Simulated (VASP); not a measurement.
Runs of VASP 6.6.1 on RbBr. The structure is that of space group Pm-3m (No. 221), or close to it. The cells are those of the table. 

| cell | gap on the mesh (eV) | pressure (GPa) |
| --- | --- | --- |
| a = 4.257 Å, 2 atoms | 3.79 | (a) |
| a = 4.054 Å, 2 atoms | 4.27 | 1.9 |
| a = 4.192 Å, 2 atoms | 3.92 | 0.1 |
| a = 3.982 Å, 2 atoms | 4.48 | (c) |
| a = 4.124 Å, 2 atoms | 4.08 | (b) |

Alike in all rows: task single point; level PBE; potentials or basis VASP PAW PBE potentials, release 64 (Rb_sv, Br); no spin polarisation; k mesh 4 × 4 × 4; cutoff (eV) 500; smearing gaussian 0.01 eV.

Task: Estimate the missing entries.

Result: (a) -0.5; (b) 0.9; (c) 3.3.

Caveats: the cell stands under pressure (at least some runs).

A k mesh can miss the band edges, and the runs leave out spin-orbit coupling on Br, Rb.
